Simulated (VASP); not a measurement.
# WC (Fm-3m) in VASP: further runs

Runs on WC. Level: PBEsol. Tasks: single point, relaxation of cell and atoms.

Program: VASP 6.6.1. These are calculated values, not measurements. Logs are shortened: lines on timing, memory, paths and dates and some standing lists are left out, and cuts for length are marked.

### Step 1. The cell of the first run

Symmetry: Fm-3m, No. 225, cubic system. The conventional cell has a = 4.345 Å, b = 4.345 Å, c = 4.345 Å, α = 90.00°, β = 90.00°, γ = 90.00°. Within 2.9 Å of W (site symmetry m-3m) lie 6 C at 2.17 Å. C (site symmetry m-3m) has 6 W at 2.17 Å within 2.9 Å.

### Step 2. Single point, PBEsol

The input, INCAR:

```
  PREC = Accurate
  ENCUT = 520
  EDIFF = 1E-6
  ISMEAR = -1
  SIGMA = 0.1
  LREAL = F
  LASPH = T
  NELM = 80
  ALGO = Normal
  ISIF = 2
  LWAVE = F
  LCHARG = F
  GGA = PS
  NBANDS = 16
```

The input, KPOINTS:

```
regular mesh
0
Gamma
  10 10 10
```

The input, POSCAR:

```
WC
1.0
    0.0000000000      2.1725582647      2.1725582647
    2.1725582647      0.0000000000      2.1725582647
    2.1725582647      2.1725582647      0.0000000000
W C
1 1
Direct
    0.0000000000      0.0000000000      0.0000000000
    0.5000000000      0.5000000000      0.5000000000
```

Potentials or basis: VASP PAW PBE potentials, release 64 (W_sv, C).

Run with:

```bash
cat potpaw_PBE.64/W_sv/POTCAR potpaw_PBE.64/C/POTCAR > POTCAR
mpirun -np 1 vasp_std > vasp.out
```

OUTCAR:

```text
PREC = Accurate
   ENCUT = 520
   EDIFF = 1E-6
   ISMEAR = -1
   LREAL = F
   LASPH = T
   NELM = 80
   ISIF = 2
   GGA = PS

 ion  position               nearest neighbor table
   1  0.000  0.000  0.000-   2 2.17   2 2.17   2 2.17   2 2.17   2 2.17   2 2.17
   2  0.500  0.500  0.500-   1 2.17   1 2.17   1 2.17   1 2.17   1 2.17   1 2.17

  LATTYP: Found a face centered cubic cell.
 ALAT       =     4.3451165294

  Lattice vectors:

 A1 = (   0.0000000000,   2.1725582647,   2.1725582647)
 A2 = (   2.1725582647,   0.0000000000,   2.1725582647)
 A3 = (   2.1725582647,   2.1725582647,   0.0000000000)

Analysis of symmetry for initial positions (statically):
=====================================================================
 Subroutine PRICEL returns:
 Original cell was already a primitive cell.

 Routine SETGRP: Setting up the symmetry group for a
 face centered cubic supercell.

 Subroutine GETGRP returns: Found 48 space group operations
 (whereof 48 operations were pure point group operations)
 out of a pool of 48 trial point group operations.

The static configuration has the point symmetry O_h .

Analysis of symmetry for dynamics (positions and initial velocities):
=====================================================================
 Subroutine PRICEL returns:
 Original cell was already a primitive cell.

 Routine SETGRP: Setting up the symmetry group for a
 face centered cubic supercell.

 Subroutine GETGRP returns: Found 48 space group operations
 (whereof 48 operations were pure point group operations)
 out of a pool of 48 trial point group operations.

The dynamic configuration has the point symmetry O_h .

 Subroutine INISYM returns: Found 48 space group operations
 (whereof 48 operations are pure point group operations),
 and found     1 'primitive' translations

----------------------------------------------------------------------------------------

                                     Primitive cell

  volume of cell :      20.5090

  direct lattice vectors                    reciprocal lattice vectors
     0.000000000  2.172558265  2.172558265    -0.230143425  0.230143425  0.230143425
     2.172558265  0.000000000  2.172558265     0.230143425 -0.230143425  0.230143425
     2.172558265  2.172558265  0.000000000     0.230143425  0.230143425 -0.230143425

  length of vectors
     3.072461363  3.072461363  3.072461363     0.398620105  0.398620105  0.398620105

  position of ions in fractional coordinates (direct lattice)
     0.000000000  0.000000000  0.000000000
     0.500000000  0.500000000  0.500000000

  ion indices of the primitive-cell ions
   primitive index   ion index
                 1           1
                 2           2

----------------------------------------------------------------------------------------

 KPOINTS: regular mesh

Automatic generation of k-mesh.
 Grid dimensions read from file:
 generate k-points for:   10   10   10

 Generating k-lattice:

  Cartesian coordinates                     Fractional coordinates (reciprocal lattice)
    -0.023014342  0.023014342  0.023014342     0.100000000  0.000000000  0.000000000
     0.023014342 -0.023014342  0.023014342     0.000000000  0.100000000  0.000000000
     0.023014342  0.023014342 -0.023014342     0.000000000  0.000000000  0.100000000

  Length of vectors
     0.039862011  0.039862011  0.039862011

  Shift w.r.t. Gamma in fractional coordinates (k-lattice)
     0.000000000  0.000000000  0.000000000

 Subroutine IBZKPT returns following result:
 ===========================================

 Found     47 irreducible k-points:

 Following reciprocal coordinates:
            Coordinates               Weight
  0.000000  0.000000  0.000000      1.000000
  0.100000  0.000000  0.000000      8.000000
  0.200000  0.000000  0.000000      8.000000
  0.300000  0.000000  0.000000      8.000000
  0.400000  0.000000  0.000000      8.000000
  0.500000  0.000000  0.000000      4.000000
[... 16 lines left out ...]
  0.300000  0.300000  0.000000      6.000000
  0.400000  0.300000  0.000000     24.000000
 [... further k-points ...]
   k-points           NKPTS =     47   k-points in BZ     NKDIM =     47   number of bands    NBANDS=     16
   number of dos      NEDOS =    301   number of ions     NIONS =      2
   total plane-waves  NPLWV =  13824
   dimension x,y,z NGX =    24 NGY =   24 NGZ =   24
   dimension x,y,z NGXF=    48 NGYF=   48 NGZF=   48
   ions per type =               1   1
   NGX,Y,Z   is equivalent  to a cutoff of  12.99, 12.99, 12.99 a.u.
   NGXF,Y,Z  is equivalent  to a cutoff of  25.97, 25.97, 25.97 a.u.
 SYSTEM =  unknown system
   PREC   = accura    normal or accurate (medium, high low for compatibility)
   ISTART =      0    job   : 0-new  1-cont  2-samecut
   ICHARG =      2    charge: 1-file 2-atom 10-const
   ISPIN  =      1    spin polarized calculation?
   LNONCOLLINEAR =      F non collinear calculations
   LSORBIT =      F    spin-orbit coupling
   LASPH  =      T    aspherical Exc in radial PAW
   ENCUT  =  520.0 eV  38.22 Ry    6.18 a.u.   5.71  5.71  5.71*2*pi/ulx,y,z
   NELM   =     80;   NELMIN=  2; NELMDL= -5     # of ELM steps
   EDIFF  = 0.1E-05   stopping-criterion for ELM
   LREAL  =      F    real-space projection
   EDIFFG = 0.1E-04   stopping-criterion for IOM
   NSW    =      0    number of steps for IOM
   IBRION =     -1    ionic relax: 0-MD 1-quasi-New 2-CG
   NFREE  =      0    steps in history (QN), initial steepest desc. (CG)
   ISIF   =      2    stress and relaxation
   ISYM   =      2    0-nonsym 1-usesym 2-fastsym
   POTIM  = 0.5000    time-step for ionic-motion
   TEBEG  =    0.0;   TEEND  =   0.0 temperature during run
   PSTRESS=    0.0 pullay stress
   NELECT =      18.0000    total number of electrons
   NUPDOWN=      -1.0000    fix difference up-down
   EMIN   =  10.00;   EMAX   =-10.00  energy-range for DOS
   EFERMI =   0.00;   METHOD = LEGACY
   ISMEAR =    -1;   SIGMA  =   0.10  broadening in eV -4-tet -1-fermi 0-gaus
   EFERMI_NEDOS =   21; number of points for ismear=-14 and -15
   IALGO  =     38    algorithm
   IMIX   =      4    mixing-type and parameters
     AMIX     =   0.40;   BMIX     =  1.00
     AMIX_MAG =   1.60;   BMIX_MAG =  1.00
  volume/ion in A,a.u.               =      10.25        69.20
[... 30 lines left out ...]
 Fermi energy:        12.6985267772

 k-point     1 :       0.0000    0.0000    0.0000
  band No.  band energies     occupation
      1     -62.6725      2.00000
      2     -26.6671      2.00000
      3     -26.6671      2.00000
      4     -26.6671      2.00000
      5      -3.3460      2.00000
      6       9.8129      2.00000
[... 8 lines left out ...]
     15      22.2731      0.00000
     16      36.4232      0.00000

 k-point     2 :       0.1000    0.0000    0.0000
  band No.  band energies     occupation
      1     -62.6684      2.00000
      2     -26.7327      2.00000
      3     -26.6740      2.00000
      4     -26.6740      2.00000
      5      -3.0548      2.00000
      6       8.8915      2.00000
[... 8 lines left out ...]
     15      22.9499      0.00000
     16      33.7429      0.00000

 k-point     3 :       0.2000    0.0000    0.0000
  band No.  band energies     occupation
      1     -62.6578      2.00000
      2     -26.9013      2.00000
      3     -26.6921      2.00000
      4     -26.6921      2.00000
      5      -2.2337      2.00000
      6       7.2106      2.00000
[... 8 lines left out ...]
     15      24.4708      0.00000
     16      30.7438      0.00000

 k-point     4 :       0.3000    0.0000    0.0000
  band No.  band energies     occupation
      1     -62.6447      2.00000
      2     -27.1035      2.00000
      3     -26.7144      2.00000
      4     -26.7144      2.00000
      5      -1.0221      2.00000
      6       5.4494      2.00000
[... 8 lines left out ...]
     15      25.4633      0.00000
     16      28.4445      0.00000

 k-point     5 :       0.4000    0.0000    0.0000
  band No.  band energies     occupation
      1     -62.6340      2.00000
      2     -27.2625      2.00000
      3     -26.7323      2.00000
      4     -26.7323      2.00000
      5       0.3925      2.00000
      6       3.7873      2.00000
[... 8 lines left out ...]
     15      25.7878      0.00000
     16      25.7878      0.00000

 k-point     6 :       0.5000    0.0000    0.0000
  band No.  band energies     occupation
      1     -62.6300      2.00000
      2     -27.3222      2.00000
      3     -26.7391      2.00000
      4     -26.7391      2.00000
      5       1.4931      2.00000
      6       2.6236      2.00000
[... 8 lines left out ...]
     15      24.5887      0.00000
     16      24.5887      0.00000

 k-point     7 :       0.1000    0.1000    0.0000
  band No.  band energies     occupation
      1     -62.6671      2.00000
      2     -26.7281      2.00000
      3     -26.6895      2.00000
      4     -26.6895      2.00000
      5      -2.9654      2.00000
      6       8.5384      2.00000
[... 8 lines left out ...]
     15      23.1780      0.00000
     16      33.6306      0.00000

 k-point     8 :       0.2000    0.1000    0.0000
  band No.  band energies     occupation
      1     -62.6586      2.00000
      2     -26.8533      2.00000
      3     -26.7145      2.00000
      4     -26.7020      2.00000
      5      -2.3464      2.00000
      6       7.0729      2.00000
[... 8 lines left out ...]
     15      24.4742      0.00000
     16      30.5742      0.00000

 k-point     9 :       0.3000    0.1000    0.0000
  band No.  band energies     occupation
      1     -62.6463      2.00000
      2     -27.0387      2.00000
      3     -26.7394      2.00000
      4     -26.7239      2.00000
      5      -1.3155      2.00000
      6       5.6592      2.00000
[... 8 lines left out ...]
     15      25.4729      0.00000
     16      28.4643      0.00000
[... 172 lines left out ...]
 k-point    19 :       0.5000    0.2000    0.0000
  band No.  band energies     occupation
      1     -62.6249      2.00000
      2     -27.2293      2.00000
      3     -26.8705      2.00000
      4     -26.7952      2.00000
      5       0.3235      2.00000
      6       4.1204      2.00000
[... 8 lines left out ...]
     15      24.1709      0.00000
     16      26.8981      0.00000

 k-point    20 :      -0.4000    0.2000    0.0000
  band No.  band energies     occupation
      1     -62.6241      2.00000
      2     -27.2326      2.00000
      3     -26.9054      2.00000
      4     -26.7732      2.00000
      5       0.7000      2.00000
      6       3.7152      2.00000
[... 8 lines left out ...]
     15      25.1594      0.00000
     16      26.0273      0.00000

 k-point    21 :      -0.3000    0.2000    0.0000
  band No.  band energies     occupation
      1     -62.6298      2.00000
      2     -27.1650      2.00000
      3     -26.9021      2.00000
      4     -26.7399      2.00000
      5       0.2113      2.00000
      6       4.1441      2.00000
[... 8 lines left out ...]
     15      25.3165      0.00000
     16      26.1467      0.00000

 k-point    22 :      -0.2000    0.2000    0.0000
  band No.  band energies     occupation
      1     -62.6400      2.00000
      2     -27.0675      2.00000
      3     -26.8446      2.00000
      4     -26.7079      2.00000
      5      -0.7593      2.00000
      6       5.1867      2.00000
[... 8 lines left out ...]
     15      25.6194      0.00000
     16      26.3651      0.00000

 k-point    23 :       0.3000    0.3000    0.0000
  band No.  band energies     occupation
      1     -62.6353      2.00000
      2     -27.0643      2.00000
      3     -26.8200      2.00000
      4     -26.8200      2.00000
      5      -1.1420      2.00000
      6       5.3189      2.00000
[... 8 lines left out ...]
     15      25.4991      0.00000
     16      28.3665      0.00000

 k-point    24 :       0.4000    0.3000    0.0000
  band No.  band energies     occupation
      1     -62.6268      2.00000
      2     -27.1489      2.00000
      3     -26.8647      2.00000
      4     -26.8447      2.00000
      5      -0.8254      2.00000
      6       5.4655      2.00000
[... 8 lines left out ...]
     15      24.6323      0.00000
     16      28.3600      0.00000

 [... further k-points ...]
[... 5 lines left out ...]
  --------------------------------------------------------------------------------------
  -------------------------------------------------------------------------------------
  Total        0.1450461      0.1450461      0.1450461      0.0000000      0.0000000     -0.0000000
  in kB       11.3311044     11.3311044     11.3311044      0.0000000      0.0000000     -0.0000000
  external PRESSURE =      11.3311044 kB  Pullay stress =       0.0000000 kB

 VOLUME and BASIS-vectors are now :
 -----------------------------------------------------------------------------
  energy-cutoff  :      520.00
  volume of cell :       20.51
      direct lattice vectors                 reciprocal lattice vectors
     0.000000000  2.172558265  2.172558265    -0.230143425  0.230143425  0.230143425
     2.172558265  0.000000000  2.172558265     0.230143425 -0.230143425  0.230143425
     2.172558265  2.172558265  0.000000000     0.230143425  0.230143425 -0.230143425

 POSITION                                       TOTAL-FORCE (eV/Angst)
 -----------------------------------------------------------------------------------
      0.00000      0.00000      0.00000        -0.000000     -0.000000     -0.000000
      2.17256      2.17256      2.17256         0.000000      0.000000      0.000000
 -----------------------------------------------------------------------------------
    total drift:                                0.000000     -0.000000     -0.000000

  FREE ENERGIE OF THE ION-ELECTRON SYSTEM (eV)
  ---------------------------------------------------
  free  energy   TOTEN  =       -23.0243358490 eV

  energy  without entropy=      -22.9983113170  energy(sigma->0) =      -23.01132358
```

Run time: 7.7 s. Hardware: 1 thread of Intel Xeon Platinum 8559C (Emerald Rapids), shared host; peak memory 0.15 GiB.

What came out:

```yaml
Free_energy: -23.0243 eV
Pressure: 1.1 GPa
Band_gap_on_the_k_mesh: zero (band 9 reaches 13.79 eV, above the bottom of band 10 at 10.46 eV)
```

Caveat: the PAW data sets were made with another functional, which shifts forces and pressure a little; spin-orbit coupling is left out, which moves the levels of the heavy elements.

### Step 3. Relaxation of cell and atoms, PBEsol

This run uses another cell than the first one, of 10.54 Å³/atom, 1.028 times its volume.

The input, INCAR:

```
ALGO = Normal
EDIFF = 1E-7
EDIFFG = -0.03
ENCUT = 600
GGA = PS
IBRION = 2
ISIF = 3
ISMEAR = -1
LASPH = T
LCHARG = F
LREAL = F
LWAVE = F
NELM = 80
NSW = 80
PREC = Accurate
SIGMA = 0.1
```

The input, KPOINTS:

```
k-points
0
Gamma
  10 10 10
```

The input, POSCAR:

```
WC
1.0
    0.0000000000      2.1926840000      2.1926840000
    2.1926840000      0.0000000000      2.1926840000
    2.1926840000      2.1926840000      0.0000000000
W C
1 1
Direct
    0.0000000000      0.0000000000      0.0000000000
    0.5000000000      0.5000000000      0.5000000000
```

Potentials or basis: VASP PAW PBE potentials, release 64 (W_sv, C).

Run with:

```bash
cat potpaw_PBE.64/W_sv/POTCAR potpaw_PBE.64/C/POTCAR > POTCAR
mpirun -np 1 vasp_std > vasp.out
```

Run time: 27 s. Hardware: 1 thread of Intel Xeon Platinum 8559C (Emerald Rapids), shared host; peak memory 0.18 GiB.

It converged, with:

```yaml
Free_energy: -23.0259 eV
Relaxed_volume: 10.29 Å³/atom
Relaxed_cell: a = 3.076 Å, b = 3.076 Å, c = 3.076 Å, α = 60.00°, β = 60.00°, γ = 60.00°
Space_group_after_relaxing_to_0.05_Å: Fm-3m (No. 225)
Energy_gained_by_relaxing: 7.6 meV/atom
Ionic_steps: 3
Pressure_after_relaxing: -0.2 GPa
```

Step by step:
```tsv
step	energy change (eV)	largest force (eV/Å)	pressure (GPa)	volume (Å³)
1	0.0000	0.0000	-9.23	21.08
2	0.0930	0.0000	28.73	19.29
3	-0.0153	0.0000	-0.23	20.58
```

Final structure:
```
W C
1.0
     0.00000    2.17494    2.17494
     2.17494    0.00000    2.17494
     2.17494    2.17494    0.00000
W C
1 1
Direct
  0.00000 0.00000 0.00000
  0.50000 0.50000 0.50000
```

Levels at points of the mesh, in eV from the Fermi level:
```csv
k point,band 5,band 6,band 7,band 8,band 9,band 10,band 11,band 12,band 13
"(0.00, 0.00, 0.00)",-16.01,-2.87,-2.87,-2.87,-1.10,-1.10,-1.10,-1.01,-1.01
"(0.50, 0.00, 0.00)",-11.20,-10.05,-6.77,-6.77,1.08,1.08,2.42,4.92,9.07
"(0.50, 0.50, 0.00)",-13.76,-6.00,-5.67,-2.54,-2.54,0.88,2.36,2.36,5.64
```

Caveat: the bands computed are all filled at some k points, so no gap is given; the PAW data sets were made with another functional, which shifts forces and pressure a little; spin-orbit coupling is left out, which moves the levels of the heavy elements.

### Step 4. Single point, PBEsol

The input, INCAR:

```
  PREC = Accurate
  ENCUT = 910
  EDIFF = 1E-6
  ISMEAR = -1
  SIGMA = 0.1
  LREAL = F
  LASPH = T
  NELM = 120
  ALGO = Normal
  ISIF = 2
  LWAVE = F
  LCHARG = F
  GGA = PS
  NBANDS = 16
  GGA_COMPAT = F
```

The input, KPOINTS:

```
regular mesh
0
Gamma
  10 10 10
```

The input, POSCAR:

```
WC
1.0
    0.0000000000      2.1725582647      2.1725582647
    2.1725582647      0.0000000000      2.1725582647
    2.1725582647      2.1725582647      0.0000000000
W C
1 1
Direct
    0.0000000000      0.0000000000      0.0000000000
    0.5000000000      0.5000000000      0.5000000000
```

Potentials or basis: VASP PAW PBE potentials, release 64 (W_sv, C_h).

Run with:

```bash
cat potpaw_PBE.64/W_sv/POTCAR potpaw_PBE.64/C_h/POTCAR > POTCAR
mpirun -np 1 vasp_std > vasp.out
```

Run time: 23 s. Hardware: 1 thread of AMD EPYC 7R43 (Zen 3), shared host; peak memory 0.16 GiB.

Results (log left out):

```yaml
Free_energy: -23.0313 eV
Pressure: 1.2 GPa
Band_gap_on_the_k_mesh: zero (band 9 reaches 14.12 eV, above the bottom of band 10 at 10.80 eV)
```

Levels at points of the mesh, in eV from the Fermi level:
```
           k point  band 6  band 7  band 8  band 9  band 10  band 11  band 12  band 13
(0.00, 0.00, 0.00)   -2.89   -2.89   -2.89   -1.10    -1.10    -1.10    -1.02    -1.02
(0.50, 0.00, 0.00)  -10.07   -6.80   -6.80    1.09     1.09     2.43     4.92     9.10
(0.50, 0.50, 0.00)   -6.03   -5.67   -2.54   -2.54     0.88     2.37     2.37     5.67
```

Caveat: the cutoff is under 1.25 times the usual one of these potentials, so pressure, stress and relaxed cells hold a basis-set (Pulay) error; the PAW data sets were made with another functional, which shifts forces and pressure a little; spin-orbit coupling is left out, which moves the levels of the heavy elements.

### Step 5. Summary

```tsv
task	potentials or basis	cell	cutoff (eV)	second run	gap on the mesh (eV)	pressure (GPa)
single point	VASP PAW PBE potentials, release 64 (W_sv, C)	a = 3.072 Å, angles 60.0°, 2 atoms	520	-	none	1.1
relaxation of cell and atoms	VASP PAW PBE potentials, release 64 (W_sv, C)	relaxed from a = 3.101 Å, angles 60.0°, 2 atoms	600	-	-	-0.2
single point	VASP PAW PBE potentials, release 64 (W_sv, C_h)	a = 3.072 Å, angles 60.0°, 2 atoms	910	hard_potentials	none	1.2
```

Alike in all rows: level PBEsol; no spin polarisation; k mesh 10 × 10 × 10; smearing fermi-dirac 0.1 eV.

Caveats: the PAW data sets were made with another functional, which shifts forces and pressure a little; spin-orbit coupling is left out, which moves the levels of the heavy elements; the bands computed are all filled at some k points, so no gap is given (some runs); the cutoff is under 1.25 times the usual one of these potentials, so pressure, stress and relaxed cells hold a basis-set (Pulay) error (some runs).

Absolute energies hang on the potentials; compare differences alone.
